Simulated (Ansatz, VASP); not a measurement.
Sb: VASP beside Ansatz

The input POSCAR:

```
Sb
1.0
    3.3545324186      0.0000000000      0.0000000000
   -1.6772662093      2.9051102923      0.0000000000
    0.0000000000      0.0000000000      5.4701606500
Sb
2
Direct
    0.6666666667      0.3333333333      0.7500000000
    0.3333333333      0.6666666667      0.2500000000
```

File INCAR.step1:

```
SYSTEM = Sb
ALGO = Normal
EDIFF = 1E-5
ENCUT = 520
GGA = PE
ISIF = 2
ISMEAR = -1
LASPH = .TRUE.
LREAL = .FALSE.
LWAVE = .TRUE.
NBANDS = 12
NELM = 100
PREC = Accurate
SIGMA = 0.05
```

INCAR.step2

```
SYSTEM = Sb
AEXX = 0.25
ALGO = Normal
EDIFF = 1E-6
ENCUT = 520
ISIF = 2
ISMEAR = -1
ISTART = 1
LASPH = .TRUE.
LCHARG = .TRUE.
LELF = .TRUE.
LHFCALC = .TRUE.
LMIXTAU = .TRUE.
LREAL = .FALSE.
LVHAR = .TRUE.
LWAVE = .FALSE.
METAGGA = R2SCAN
NBANDS = 12
NELM = 100
PREC = Accurate
PRECFOCK = Normal
SIGMA = 0.05
```

File KPOINTS:

```
k-points
0
G
  5 5 3
  0 0 0
```

Contents of input.yaml:

```yaml
crystal:
  lattice:
    - [3.3545324186, 0.0, 0.0]
    - [-1.6772662093, 2.9051102923, 0.0]
    - [0.0, 0.0, 5.47016065]
  atoms:
    - { symbol: Sb, position: [0.6666666667, 0.3333333333, 0.75] }
    - { symbol: Sb, position: [0.3333333333, 0.6666666667, 0.25] }
hamiltonian:
  xc: { exchange: r2scan, correlation: r2scan, exx: { coeff: 0.25 } }
  pseudopotentials: { kind: paw }
kpoints:
  mp_grid: { grid: [5, 5, 3] }
scf:
  occupations: { method: fermi_dirac, width: 0.05 }
output:
  forces: true
  stress: true
  eigenvalues: true
```

Alike in both runs: task single point; functional r2SCAN-based global hybrid with a share of 0.25 of exact exchange; k mesh 5 × 5 × 3; occupations fermi-dirac, width 0.05 eV; no spin polarisation.

|  | VASP | Ansatz |
| --- | --- | --- |
| version | VASP 6.6.1 | Ansatz 0.2.0 |
| potentials or method | VASP PAW PBE potentials, release 64 (Sb) | Ansatz PAW |
| plane-wave cutoff (eV) | 520 | 500 |
| valence electrons in the cell | 10 | 30 |

```csv
,VASP,Ansatz,Ansatz less VASP
gap on the k mesh at the Fermi level (eV),none,none,-
pressure (GPa),-3.6,-2.4,+1.22
"traceless stress, the component that is largest in VASP (GPa)",4.06,4.13,+0.075
```

VASP's potentials were made for PBE, not for r2SCAN-based global hybrid. A gap of «none» marks a metal or a gap that the smearing closes. VASP's potentials hold 10 valence electrons a cell and Ansatz's 30, so a difference there can come from the potentials and not from the codes.

The k mesh is coarse, so the values compare programs but aren't converged. Neither program's run includes spin-orbit coupling.
